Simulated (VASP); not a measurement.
# AlRu (rocksalt type) (Fm-3m) in VASP: a series of runs, part 2 of 2

VASP 6.6.1. The steps go on from the part before.

## Step 3: Single point, LDA (volume scaled by 0.64, partial waves polarizable)

The input, INCAR:

```
SYSTEM = AlRu
PREC = Accurate ; ENCUT = 520
EDIFF = 1E-7 ; ISMEAR = -1
SIGMA = 0.05 ; LREAL = .False.
LASPH = .True. ; NELM = 80
ALGO = Normal ; ISIF = 2
LWAVE = .False. ; LCHARG = .True.
LELF = .True. ; LVHAR = .True.
NBANDS = 16
```

The input, KPOINTS:

```
Automatic mesh
0
Gamma
  14 14 14
  0 0 0
```

The input, POSCAR:

```
AlRu
1.0
    0.0000000000      2.1069446902      2.1069446902
    2.1069446902      0.0000000000      2.1069446902
    2.1069446902      2.1069446902      0.0000000000
Ru Al
1 1
Direct
    0.0000000000      0.0000000000      0.0000000000
    0.5000000000      0.5000000000      0.5000000000
```

Potentials or basis: VASP PAW LDA potentials, release 64 (Ru_pv, Al).

On the command line:

```console
> cat potpaw_LDA.64/Ru_pv/POTCAR potpaw_LDA.64/Al/POTCAR > POTCAR
> mpirun -np 1 vasp_std > vasp.out
```

It took 40 s on 1 thread of Intel Xeon 8259CL, shared host; peak memory 0.15 GiB.

Results (log left out):

| Property | Result |
| --- | --- |
| Free energy | -10.2195 eV |
| Pressure | 190.8 GPa |

Levels at points of the mesh, in eV from the Fermi level:
| k point | band 6 | band 7 | band 8 | band 9 | band 10 | band 11 | band 12 | band 13 |
| --- | --- | --- | --- | --- | --- | --- | --- | --- |
| (0.00, 0.00, 0.00) | -4.64 | -4.64 | -3.65 | -3.65 | 9.38 | 9.38 | 9.38 | 9.38 |
| (0.50, 0.00, 0.00) | -5.25 | -4.98 | -0.77 | -0.77 | 3.12 | 8.11 | 9.41 | 9.41 |
| (0.50, 0.50, 0.00) | -3.46 | -2.06 | 0.06 | 0.06 | 3.69 | 3.69 | 4.37 | 12.30 |

## Step 4: Single point, LDA (volume scaled by 0.72)

The input, INCAR:

```
SYSTEM = AlRu
  PREC = Accurate
  ENCUT = 520
  EDIFF = 1E-6
  ISMEAR = -1
  SIGMA = 0.05
  LREAL = .FALSE.
  LASPH = .TRUE.
  NELM = 80
  ALGO = Normal
  ISIF = 2
  LWAVE = .FALSE.
  LCHARG = .TRUE.
  GGA = CA
  LELF = .TRUE.
  LVHAR = .TRUE.
  NBANDS = 16
```

The input, KPOINTS:

```
regular mesh
0
G
  14 14 14
  0 0 0
```

The input, POSCAR:

```
AlRu
1.0
    0.0000000000      2.1913107830      2.1913107830
    2.1913107830      0.0000000000      2.1913107830
    2.1913107830      2.1913107830      0.0000000000
Ru Al
1 1
Direct
    0.0000000000      0.0000000000      0.0000000000
    0.5000000000      0.5000000000      0.5000000000
```

Potentials or basis: VASP PAW LDA potentials, release 64 (Ru_pv, Al).

On the command line:

```console
> cat potpaw_LDA.64/Ru_pv/POTCAR potpaw_LDA.64/Al/POTCAR > POTCAR
> mpirun -np 1 vasp_std > vasp.out
```

OUTCAR:

```text
SYSTEM = AlRu
   PREC = Accurate
   ENCUT = 520
   EDIFF = 1E-6
   ISMEAR = -1
   LREAL = .FALSE.
   LASPH = .TRUE.
   NELM = 80
   ISIF = 2
   GGA = CA

 ion  position               nearest neighbor table
   1  0.000  0.000  0.000-   2 2.19   2 2.19   2 2.19   2 2.19   2 2.19   2 2.19
   2  0.500  0.500  0.500-   1 2.19   1 2.19   1 2.19   1 2.19   1 2.19   1 2.19

  LATTYP: Found a face centered cubic cell.
 ALAT       =     4.3826215660

  Lattice vectors:

 A1 = (   0.0000000000,   2.1913107830,   2.1913107830)
 A2 = (   2.1913107830,   0.0000000000,   2.1913107830)
 A3 = (   2.1913107830,   2.1913107830,   0.0000000000)

Analysis of symmetry for initial positions (statically):
=====================================================================
 Subroutine PRICEL returns:
 Original cell was already a primitive cell.

 Routine SETGRP: Setting up the symmetry group for a
 face centered cubic supercell.

 Subroutine GETGRP returns: Found 48 space group operations
 (whereof 48 operations were pure point group operations)
[... 156 lines left out ...]
  ---------------------------------------------------
  ext. energy  EPLUGINS =         0.00000000
  ---------------------------------------------------
  free energy    TOTEN  =       -12.36936268 eV

  energy without entropy =      -12.35846596  energy(sigma->0) =      -12.36391432

 E-fermi :  14.8824     XC(G=0): -13.9751

 val. band max:       14.8804694344   @ k =  -0.2857   0.2143   0.0714
 cond. band min:      14.8890572161   @ k =   0.5000   0.2857   0.0714
 fundamental gap:      0.0085877817
 Fermi energy:        14.8824123975

 k-point     1 :       0.0000    0.0000    0.0000
  band No.  band energies     occupation
      1     -27.2419      2.00000
      2     -27.2419      2.00000
      3     -27.2419      2.00000
      4       3.4262      2.00000
      5      11.0780      2.00000
      6      11.0780      2.00000
[... 433 lines left out ...]
      3     -27.2886      2.00000
      4       5.3774      2.00000
      5       9.9332      2.00000
      6      10.5248      2.00000
[... 8 lines left out ...]
     15      27.4368      0.00000
     16      29.1159      0.00000

 [... further k-points ...]
[... 5 lines left out ...]
  --------------------------------------------------------------------------------------
  -------------------------------------------------------------------------------------
  Total       14.4785009     14.4785009     14.4785009     -0.0000000      0.0000000      0.0000000
  in kB     1102.2808378   1102.2808378   1102.2808378     -0.0000000      0.0000000      0.0000000
  external PRESSURE =    1102.2808378 kB  Pullay stress =       0.0000000 kB

 VOLUME and BASIS-vectors are now :
 -----------------------------------------------------------------------------
  energy-cutoff  :      520.00
  volume of cell :       21.04
      direct lattice vectors                 reciprocal lattice vectors
     0.000000000  2.191310783  2.191310783    -0.228173933  0.228173933  0.228173933
     2.191310783  0.000000000  2.191310783     0.228173933 -0.228173933  0.228173933
     2.191310783  2.191310783  0.000000000     0.228173933  0.228173933 -0.228173933

 POSITION                                       TOTAL-FORCE (eV/Angst)
 -----------------------------------------------------------------------------------
      0.00000      0.00000      0.00000         0.000000      0.000000      0.000000
      2.19131      2.19131      2.19131        -0.000000     -0.000000     -0.000000
 -----------------------------------------------------------------------------------
    total drift:                                0.000000     -0.000000     -0.000000

  FREE ENERGIE OF THE ION-ELECTRON SYSTEM (eV)
  ---------------------------------------------------
  free  energy   TOTEN  =       -12.3693626803 eV

  energy  without entropy=      -12.3584659552  energy(sigma->0) =      -12.36391432
```

OSZICAR:

```text
N       E                     dE             d eps       ncg     rms          rms(c)
DAV:   1     0.125858590152E+03    0.12586E+03   -0.90753E+03  3328   0.104E+03
DAV:   2    -0.106548828369E+02   -0.13651E+03   -0.12945E+03  3920   0.308E+02
DAV:   3    -0.125699514187E+02   -0.19151E+01   -0.19096E+01  3936   0.387E+01
DAV:   4    -0.125789094156E+02   -0.89580E-02   -0.89576E-02  4112   0.289E+00
DAV:   5    -0.125789939860E+02   -0.84570E-04   -0.84571E-04  4040   0.273E-01    0.197E+01
DAV:   6    -0.123929915044E+02    0.18600E+00   -0.41980E-01  3632   0.732E+00    0.779E+00
DAV:   7    -0.123743118613E+02    0.18680E-01   -0.20241E-02  3616   0.161E+00    0.409E+00
DAV:   8    -0.123693969143E+02    0.49149E-02   -0.32153E-03  3688   0.469E-01    0.320E-01
DAV:   9    -0.123693651911E+02    0.31723E-04   -0.11171E-04  4392   0.100E-01    0.945E-02
DAV:  10    -0.123693630806E+02    0.21105E-05   -0.61928E-06  3664   0.163E-02    0.891E-03
DAV:  11    -0.123693626803E+02    0.40033E-06   -0.56786E-07  2680   0.662E-03
   1 F= -.12369363E+02 E0= -.12363914E+02  d E =-.108967E-01
```

stdout:

```text
POSCAR found type information on POSCAR RuAl
 POSCAR found :  2 types and       2 ions
 scaLAPACK will be used
 LDA part: xc-table for (Slater(with rela. corr.)+CA(PZ))
 , standard interpolation
 POSCAR, INCAR and KPOINTS ok, starting setup
 FFT: planning ... GRIDC
 FFT: planning ... GRID_SOFT
 FFT: planning ... GRID
 WAVECAR not read
 entering main loop
```

Run time: 40 s. Hardware: 1 thread of Intel Xeon 8259CL, shared host; peak memory 0.15 GiB.

What came out:

```yaml
Free_energy: -12.3694 eV
Pressure: 110.2 GPa
```

## Step 5: Single point, LDA (volume scaled by 0.72)

The input, INCAR:

```
SYSTEM = AlRu
PREC     = Accurate       ! precision mode
ENCUT    = 520            ! plane-wave cutoff, eV
EDIFF    = 1E-7           ! SCF threshold, eV
ISMEAR   = -1             ! smearing method
SIGMA    = 0.05           ! smearing width, eV
LREAL    = .FALSE.        ! projectors in reciprocal space
LASPH    = .TRUE.         ! aspherical terms in the spheres
NELM     = 60             ! most SCF steps
ALGO     = Normal         ! electronic algorithm
ISIF     = 2              ! what is computed and relaxed
LWAVE    = .FALSE.        ! write WAVECAR
LCHARG   = .FALSE.        ! write CHGCAR
NBANDS   = 16             ! bands
```

KPOINTS is that of step 4.

POSCAR is that of step 4.

Potentials or basis: VASP PAW LDA potentials, release 64 (Ru_pv, Al).

On the command line:

```console
> cat potpaw_LDA.64/Ru_pv/POTCAR potpaw_LDA.64/Al/POTCAR > POTCAR
> mpirun -np 1 vasp_std > vasp.out
```

OUTCAR:

```text
SYSTEM = AlRu
   PREC = Accurate
   ENCUT = 520
   EDIFF = 1E-7
   ISMEAR = -1
   LREAL = .FALSE.
   LASPH = .TRUE.
   NELM = 60
   ISIF = 2

 ion  position               nearest neighbor table
   1  0.000  0.000  0.000-   2 2.19   2 2.19   2 2.19   2 2.19   2 2.19   2 2.19
   2  0.500  0.500  0.500-   1 2.19   1 2.19   1 2.19   1 2.19   1 2.19   1 2.19

  LATTYP: Found a face centered cubic cell.
 ALAT       =     4.3826215660

  Lattice vectors:

 A1 = (   0.0000000000,   2.1913107830,   2.1913107830)
 A2 = (   2.1913107830,   0.0000000000,   2.1913107830)
[... 641 lines left out ...]

  FORCE on cell =-STRESS in cart. coord.  units (eV):
  Direction    XX          YY          ZZ          XY          YZ          ZX
  --------------------------------------------------------------------------------------
  -------------------------------------------------------------------------------------
  Total       14.4775991     14.4775991     14.4775991      0.0000000      0.0000000     -0.0000000
  in kB     1102.2121771   1102.2121771   1102.2121771      0.0000000      0.0000000     -0.0000000
  external PRESSURE =    1102.2121771 kB  Pullay stress =       0.0000000 kB

 VOLUME and BASIS-vectors are now :
 -----------------------------------------------------------------------------
  energy-cutoff  :      520.00
  volume of cell :       21.04
      direct lattice vectors                 reciprocal lattice vectors
     0.000000000  2.191310783  2.191310783    -0.228173933  0.228173933  0.228173933
     2.191310783  0.000000000  2.191310783     0.228173933 -0.228173933  0.228173933
     2.191310783  2.191310783  0.000000000     0.228173933  0.228173933 -0.228173933

 POSITION                                       TOTAL-FORCE (eV/Angst)
 -----------------------------------------------------------------------------------
      0.00000      0.00000      0.00000         0.000000      0.000000     -0.000000
      2.19131      2.19131      2.19131         0.000000      0.000000      0.000000
 -----------------------------------------------------------------------------------
    total drift:                                0.000000     -0.000000     -0.000000

  FREE ENERGIE OF THE ION-ELECTRON SYSTEM (eV)
  ---------------------------------------------------
  free  energy   TOTEN  =       -12.3693626767 eV

  energy  without entropy=      -12.3584660936  energy(sigma->0) =      -12.36391439
```

OSZICAR:

```text
N       E                     dE             d eps       ncg     rms          rms(c)
DAV:   1     0.125858590152E+03    0.12586E+03   -0.90753E+03  3328   0.104E+03
DAV:   2    -0.106548828369E+02   -0.13651E+03   -0.12945E+03  3920   0.308E+02
DAV:   3    -0.125699514187E+02   -0.19151E+01   -0.19096E+01  3936   0.387E+01
DAV:   4    -0.125789094156E+02   -0.89580E-02   -0.89576E-02  4112   0.289E+00
DAV:   5    -0.125789939860E+02   -0.84570E-04   -0.84571E-04  4040   0.273E-01    0.197E+01
DAV:   6    -0.123929915044E+02    0.18600E+00   -0.41980E-01  3632   0.732E+00    0.779E+00
DAV:   7    -0.123743118613E+02    0.18680E-01   -0.20241E-02  3616   0.161E+00    0.409E+00
DAV:   8    -0.123693969143E+02    0.49149E-02   -0.32153E-03  3688   0.469E-01    0.320E-01
DAV:   9    -0.123693651911E+02    0.31723E-04   -0.11171E-04  4392   0.100E-01    0.945E-02
DAV:  10    -0.123693630806E+02    0.21105E-05   -0.61928E-06  3664   0.163E-02    0.891E-03
DAV:  11    -0.123693626833E+02    0.39735E-06   -0.58329E-07  3848   0.662E-03    0.493E-03
DAV:  12    -0.123693626767E+02    0.65804E-08   -0.10912E-08  2704   0.104E-03
   1 F= -.12369363E+02 E0= -.12363914E+02  d E =-.108966E-01
```

Wall time 44 s (1 thread of Intel Xeon 8259CL, shared host); peak memory 0.15 GiB.

Results:

```yaml
Free_energy: -12.3694 eV
Pressure: 110.2 GPa
```
